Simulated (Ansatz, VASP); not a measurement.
**One calculation of GaAs, two programs**

```xyz
2
Lattice="0.0000 2.8640 2.8640 2.8640 0.0000 2.8640 2.8640 2.8640 0.0000" Properties=species:S:1:pos:R:3 pbc="T T T"
As    4.2961    4.2961    4.2961
Ga    0.0000    0.0000    0.0000
```

Alike in both runs: task single point; functional BLYP; k mesh 8 × 8 × 8; occupations fermi-dirac, width 0.05 eV; no spin polarisation.

|  | VASP | Ansatz |
| --- | --- | --- |
| version | VASP 6.6.1 | Ansatz 0.2.0 |
| potentials or method | VASP PAW PBE potentials, release 64 (As_d, Ga_d) | Ansatz PAW |
| plane-wave cutoff (eV) | 600 | 420 |
| valence electrons in the cell | 28 | 28 |

```tsv
	VASP	Ansatz	Ansatz less VASP
gap on the k mesh at the Fermi level (eV)	none	none	-
pressure (GPa)	4.0	4.0	-0.08
```

VASP's potentials were made for PBE, not for BLYP. A gap of «none» marks a metal or a gap that the smearing closes.
